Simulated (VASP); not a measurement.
# Ba (I4/mmm) in VASP: further runs

Runs on Ba. Level: PBEsol. Tasks: single point.

Program: VASP 6.6.1. These are calculated values, not measurements. Logs are shortened: lines on timing, memory, paths and dates and some standing lists are left out, and cuts for length are marked.

## 1. The cell of the first run

The structure is tetragonal, space group I4/mmm (No. 139). Conventional cell: a = 5.000 Å, b = 5.000 Å, c = 5.400 Å, α = 90.00°, β = 90.00°, γ = 90.00°. Within 5.8 Å of Ba (site symmetry 4/mmm) lie 14 Ba at 4.45 to 5.40 Å.

## 2. Single point, PBEsol (strain +0.000 along x and y, +0.080 along z)

Contents of INCAR:

```
SYSTEM = Ba
PREC = Accurate
ENCUT = 520
EDIFF = 1E-6
ISMEAR = 0
SIGMA = 0.15
LREAL = .FALSE.
LASPH = .TRUE.
NELM = 60
ALGO = Fast
ISIF = 2
LWAVE = .FALSE.
LCHARG = .TRUE.
GGA = PS
LELF = .TRUE.
LVHAR = .TRUE.
NBANDS = 11
```

Contents of KPOINTS:

```
regular mesh
0
G
  14 14 14
  0 0 0
```

Contents of POSCAR:

```
Ba
1.0
   -2.5000000000      2.5000000000      2.7000000000
    2.5000000000     -2.5000000000      2.7000000000
    2.5000000000      2.5000000000     -2.7000000000
Ba
1
Direct
    0.0000000000      0.0000000000      0.0000000000
```

Potentials or basis: VASP PAW PBE potentials, release 64 (Ba_sv).

On the command line:

```bash
$ cat potpaw_PBE.64/Ba_sv/POTCAR > POTCAR
$ mpirun -np 1 vasp_std > vasp.out
```

OUTCAR:

```text
SYSTEM = Ba
   PREC = Accurate
   ENCUT = 520
   EDIFF = 1E-6
   ISMEAR = 0
   LREAL = .FALSE.
   LASPH = .TRUE.
   NELM = 60
   ISIF = 2
   GGA = PS

 ion  position               nearest neighbor table
   1  0.000  0.000  0.000-

  LATTYP: Found a body centered tetragonal cell.
 ALAT       =     5.0000000000
 C/A-ratio  =     1.0800000000

  Lattice vectors:

 A1 = (  -2.5000000000,   2.5000000000,   2.7000000000)
 A2 = (   2.5000000000,  -2.5000000000,   2.7000000000)
 A3 = (   2.5000000000,   2.5000000000,  -2.7000000000)

Analysis of symmetry for initial positions (statically):
=====================================================================
 Subroutine PRICEL returns:
 Original cell was already a primitive cell.

 Routine SETGRP: Setting up the symmetry group for a
 body centered tetragonal supercell.

 Subroutine GETGRP returns: Found 16 space group operations
 (whereof 16 operations were pure point group operations)
 out of a pool of 16 trial point group operations.

The static configuration has the point symmetry D_4h.

Analysis of symmetry for dynamics (positions and initial velocities):
=====================================================================
 Subroutine PRICEL returns:
 Original cell was already a primitive cell.

 Routine SETGRP: Setting up the symmetry group for a
 body centered tetragonal supercell.

 Subroutine GETGRP returns: Found 16 space group operations
 (whereof 16 operations were pure point group operations)
 out of a pool of 16 trial point group operations.

The dynamic configuration has the point symmetry D_4h.

 Subroutine INISYM returns: Found 16 space group operations
 (whereof 16 operations are pure point group operations),
 and found     1 'primitive' translations

----------------------------------------------------------------------------------------

                                     Primitive cell

  volume of cell :      67.5000

  direct lattice vectors                    reciprocal lattice vectors
    -2.500000000  2.500000000  2.700000000     0.000000000  0.200000000  0.185185185
     2.500000000 -2.500000000  2.700000000     0.200000000  0.000000000  0.185185185
     2.500000000  2.500000000 -2.700000000     0.200000000  0.200000000  0.000000000

  length of vectors
     4.448595284  4.448595284  4.448595284     0.272568437  0.272568437  0.282842712

  position of ions in fractional coordinates (direct lattice)
     0.000000000  0.000000000  0.000000000

[... 76 lines left out ...]
   LREAL  =      F    real-space projection
   EDIFFG = 0.1E-04   stopping-criterion for IOM
   NSW    =      0    number of steps for IOM
   IBRION =     -1    ionic relax: 0-MD 1-quasi-New 2-CG
   NFREE  =      0    steps in history (QN), initial steepest desc. (CG)
   ISIF   =      2    stress and relaxation
   ISYM   =      2    0-nonsym 1-usesym 2-fastsym
   POTIM  = 0.5000    time-step for ionic-motion
   TEBEG  =    0.0;   TEEND  =   0.0 temperature during run
   PSTRESS=    0.0 pullay stress
   NELECT =      10.0000    total number of electrons
   NUPDOWN=      -1.0000    fix difference up-down
   EMIN   =  10.00;   EMAX   =-10.00  energy-range for DOS
   EFERMI =   0.00;   METHOD = LEGACY
   ISMEAR =     0;   SIGMA  =   0.15  broadening in eV -4-tet -1-fermi 0-gaus
   EFERMI_NEDOS =   21; number of points for ismear=-14 and -15
   IALGO  =     68    algorithm
   IMIX   =      4    mixing-type and parameters
     AMIX     =   0.40;   BMIX     =  1.00
     AMIX_MAG =   1.60;   BMIX_MAG =  1.00
  volume/ion in A,a.u.               =      67.50       455.51
  Fermi-wavevector in a.u.,A,eV,Ry     =   0.866244  1.636964 10.209522  0.750379
  Thomas-Fermi vector in A             =   1.984605
   LORBIT       =      0    0 simple, 1 ext, 2 COOP (PROOUT), +10 PAW based schemes
   GGA     = PS    functional components
   LHFCALC =     F    Hartree Fock is set to
   AEXX    =    0.0000 exact exchange contribution
   IVDW    =     0    specifies the selected vdW correction
   LEPSILON=     F    determine dielectric tensor
   LRPA    =     F    only Hartree local field effects (RPA)
 non-spin polarized calculation
 RMM-DIIS sequential band-by-band and
 Gauss-broadening in eV      SIGMA  =   0.15
  energy-cutoff  :      520.00
  volume of cell :       67.50
 maximum number of plane-waves:      1845
 NGX is ok and might be reduce to    36
   NGX = 17   NGY = 17   NGZ = 17

 number of electron      10.0000001 magnetization

 Free energy of the ion-electron system (eV)
  ---------------------------------------------------
  ext. energy  EPLUGINS =         0.00000000
  ---------------------------------------------------
  free energy    TOTEN  =        -2.12083347 eV

  energy without entropy =       -2.10683038  energy(sigma->0) =       -2.11383192

 E-fermi :   1.3265     XC(G=0):  -7.2855

 val. band max:        1.3243229619   @ k =   0.3571   0.2857   0.0000
 cond. band min:       1.3287746870   @ k =  -0.2857   0.5000   0.2857
 fundamental gap:      0.0044517250
 Fermi energy:         1.3264990504

 k-point     1 :       0.0000    0.0000    0.0000
  band No.  band energies     occupation
      1     -27.6624      2.00000
      2     -12.6285      2.00000
      3     -12.6268      2.00000
      4     -12.6268      2.00000
      5      -1.4083      2.00000
      6       2.9407      0.00000
      7       2.9407      0.00000
      8       3.3509      0.00000
      9       4.0798      0.00000
     10       4.6652      0.00000
     11       7.7181      0.00000
[... 309 lines left out ...]
 k-point    24 :       0.2857    0.1429   -0.0000
  band No.  band energies     occupation
      1     -27.6351      2.00000
      2     -12.9239      2.00000
      3     -12.7378      2.00000
      4     -12.6462      2.00000
      5       0.3566      2.00000
      6       1.9911      0.00000
      7       2.2743      0.00000
      8       4.0807      0.00000
      9       4.5189      0.00000
     10       5.4922      0.00000
     11       7.3220      0.00000

 [... further k-points ...]
[... 5 lines left out ...]
  --------------------------------------------------------------------------------------
  -------------------------------------------------------------------------------------
  Total       -0.4187005     -0.4187005     -0.4962980      0.0000000      0.0000000      0.0000000
  in kB       -9.9382591     -9.9382591    -11.7801087      0.0000000      0.0000000      0.0000000
  external PRESSURE =     -10.5522090 kB  Pullay stress =       0.0000000 kB

 VOLUME and BASIS-vectors are now :
 -----------------------------------------------------------------------------
  energy-cutoff  :      520.00
  volume of cell :       67.50
      direct lattice vectors                 reciprocal lattice vectors
    -2.500000000  2.500000000  2.700000000     0.000000000  0.200000000  0.185185185
     2.500000000 -2.500000000  2.700000000     0.200000000  0.000000000  0.185185185
     2.500000000  2.500000000 -2.700000000     0.200000000  0.200000000  0.000000000

 POSITION                                       TOTAL-FORCE (eV/Angst)
 -----------------------------------------------------------------------------------
      0.00000      0.00000      0.00000         0.000000     -0.000000      0.000000
 -----------------------------------------------------------------------------------
    total drift:                               -0.000000      0.000000      0.000000

  FREE ENERGIE OF THE ION-ELECTRON SYSTEM (eV)
  ---------------------------------------------------
  free  energy   TOTEN  =        -2.1208334700 eV

  energy  without entropy=       -2.1068303791  energy(sigma->0) =       -2.11383192
```

stdout:

```text
POSCAR found type information on POSCAR Ba
 POSCAR found :  1 types and       1 ions
 scaLAPACK will be used
 -----------------------------------------------------------------------------
|                                                                             |
|                                                                             |
|     You enforced a specific xc type in the INCAR file but a different       |
|     I HOPE YOU KNOW WHAT YOU ARE DOING!                                     |
|                                                                             |
 -----------------------------------------------------------------------------

 LDA part: xc-table for (Slater+PW92), standard interpolation
 POSCAR, INCAR and KPOINTS ok, starting setup
 FFT: planning ... GRIDC
 FFT: planning ... GRID_SOFT
 FFT: planning ... GRID
 WAVECAR not read
 entering main loop
WARNING in EDDRMM: call to ZHEGV failed, returncode =   6  3      6
```

It took 2.7 min on 1 thread of Intel Xeon Platinum 8259CL at 2.50GHz (Skylake/Cascade Lake), shared host; peak memory 0.34 GiB.

What came out:

| Item | Value |
| --- | --- |
| Free energy | -2.1208 eV |
| Pressure | -1.1 GPa |
| Band gap on the k mesh | zero (bands 5 and 6 overlap by 0.75 eV) |

Levels at points of the mesh, in eV from the Fermi level:
```
           k point  band 1  band 2  band 3  band 4  band 5  band 6  band 7  band 8  band 9  band 10
(0.00, 0.00, 0.00)  -28.99  -13.95  -13.95  -13.95   -2.73    1.61    1.61    2.02    2.75     3.34
(0.50, 0.00, 0.00)  -28.96  -14.33  -14.06  -13.95   -0.89    0.83    0.99    2.69    3.60     4.80
(0.50, 0.50, 0.00)  -28.96  -14.32  -14.09  -13.97   -0.83    0.40    1.21    3.38    3.76     4.93
(0.50, 0.50, 0.50)  -28.93  -14.25  -14.19  -14.19   -0.51   -0.39    3.46    4.29    4.29     4.40
```

Caveat: the cell differs from its parent crystal (strain +0.000 along x and y, +0.080 along z); the PAW data sets were made with another functional, which shifts forces and pressure a little; spin-orbit coupling is left out, which moves the levels of the heavy elements.

## 3. Single point, PBEsol (strain +0.080 along x and y, -0.040 along z)

Contents of INCAR:

```
  PREC = Accurate
  ENCUT = 520
  EDIFF = 1E-7
  ISMEAR = 0
  SIGMA = 0.15
  LREAL = False
  LASPH = True
  NELM = 100
  ALGO = Fast
  ISIF = 2
  LWAVE = False
  LCHARG = False
  GGA = PS
  NBANDS = 11
```

Contents of KPOINTS:

```
Automatic mesh
0
Gamma
  14 14 14
```

Contents of POSCAR:

```
Ba
1.0
   -2.7000000000      2.7000000000      2.4000000000
    2.7000000000     -2.7000000000      2.4000000000
    2.7000000000      2.7000000000     -2.4000000000
Ba
1
Direct
    0.0000000000      0.0000000000      0.0000000000
```

Potentials or basis: VASP PAW PBE potentials, release 64 (Ba_sv).

On the command line:

```bash
$ cat potpaw_PBE.64/Ba_sv/POTCAR > POTCAR
$ mpirun -np 1 vasp_std > vasp.out
```

It took 2.7 min on 1 thread of Intel Xeon Platinum 8259CL at 2.50GHz (Skylake/Cascade Lake), shared host; peak memory 0.34 GiB.

The run converged. Its results:

* Free energy: -2.0962 eV
* Pressure: -1.2 GPa
* Band gap on the k mesh: zero (bands 5 and 6 overlap by 0.69 eV)

Stress tensor (GPa, compression positive):
```
-1.44  0.00  0.00
 0.00 -1.44  0.00
 0.00  0.00 -0.87
```

Levels at points of the mesh, in eV from the Fermi level:
| k point | band 3 | band 4 | band 5 | band 6 | band 7 | band 8 |
| --- | --- | --- | --- | --- | --- | --- |
| (0.00, 0.00, 0.00) | -14.05 | -14.04 | -2.72 | 1.28 | 1.95 | 1.95 |
| (0.50, 0.00, 0.00) | -14.16 | -14.07 | -0.82 | 0.47 | 1.09 | 2.89 |
| (0.50, 0.50, 0.00) | -14.13 | -14.04 | -0.94 | 0.75 | 1.16 | 2.33 |
| (0.50, 0.50, 0.50) | -14.30 | -14.22 | -0.49 | -0.36 | 3.42 | 3.42 |

Caveat: the cell differs from its parent crystal (strain +0.080 along x and y, -0.040 along z); the PAW data sets were made with another functional, which shifts forces and pressure a little; spin-orbit coupling is left out, which moves the levels of the heavy elements.

## 4. Single point, PBEsol (strain +0.080 along x and y, +0.000 along z)

Contents of INCAR:

```
SYSTEM = Ba
PREC = Accurate
ENCUT = 520
EDIFF = 1E-6
ISMEAR = 0
SIGMA = 0.15
LREAL = .False.
LASPH = .True.
NELM = 80
ALGO = Fast
ISIF = 2
LWAVE = .False.
LCHARG = .False.
GGA = PS
NBANDS = 11
```

Contents of KPOINTS:

```
Automatic mesh
0
Gamma
  14 14 14
  0 0 0
```

Contents of POSCAR:

```
Ba
1.0
   -2.7000000000      2.7000000000      2.5000000000
    2.7000000000     -2.7000000000      2.5000000000
    2.7000000000      2.7000000000     -2.5000000000
Ba
1
Direct
    0.0000000000      0.0000000000      0.0000000000
```

On the command line:

```bash
$ cat potpaw_PBE.64/Ba_sv/POTCAR > POTCAR
$ mpirun -np 1 vasp_std > vasp.out
```

It took 2.5 min on 1 thread of Intel Xeon Platinum 8259CL at 2.50GHz (Skylake/Cascade Lake), shared host; peak memory 0.35 GiB.

Results (log left out):

```yaml
Free_energy: -2.0766 eV
Pressure: -1.5 GPa
Band_gap_on_the_k_mesh: zero (bands 5 and 6 overlap by 0.68 eV)
```

Stress tensor (GPa, compression positive):
```
-1.56  0.00  0.00
 0.00 -1.56  0.00
 0.00  0.00 -1.27
```

Levels at points of the mesh, in eV from the Fermi level:
```tsv
k point	band 2	band 3	band 4	band 5	band 6	band 7	band 8	band 9
(0.00, 0.00, 0.00)	-14.14	-14.14	-14.13	-2.69	1.38	1.79	1.79	2.56
(0.50, 0.00, 0.00)	-14.42	-14.24	-14.15	-0.81	0.54	0.94	2.82	3.55
(0.50, 0.50, 0.00)	-14.43	-14.22	-14.13	-0.89	0.73	0.97	2.43	3.12
(0.50, 0.50, 0.50)	-14.35	-14.35	-14.31	-0.42	-0.33	3.40	3.40	4.06
```

Caveat: the cell differs from its parent crystal (strain +0.080 along x and y, +0.000 along z); the PAW data sets were made with another functional, which shifts forces and pressure a little; spin-orbit coupling is left out, which moves the levels of the heavy elements.

## 5. Overview

```tsv
cell	further INCAR settings	gap on the mesh (eV)	pressure (GPa)
a = 4.449 Å, angles 111.6, 111.6, 105.3°, 1 atom	ALGO = Fast; EDIFF = 1e-06; NBANDS = 11	none	-1.1
a = 4.510 Å, angles 106.5, 106.5, 115.7°, 1 atom	ALGO = Fast; EDIFF = 1e-07; NBANDS = 11	none	-1.2
a = 4.564 Å, angles 107.5, 107.5, 113.6°, 1 atom	ALGO = Fast; EDIFF = 1e-06; NBANDS = 11	none	-1.5
```

Alike in all rows: task single point; level PBEsol; potentials or basis VASP PAW PBE potentials, release 64 (Ba_sv); no spin polarisation; k mesh 14 × 14 × 14; cutoff (eV) 520; smearing gaussian 0.15 eV.

Caveats: the PAW data sets were made with another functional, which shifts forces and pressure a little; spin-orbit coupling is left out, which moves the levels of the heavy elements.

Total energies depend on the potentials used, so only differences within one code and one set of settings carry meaning.
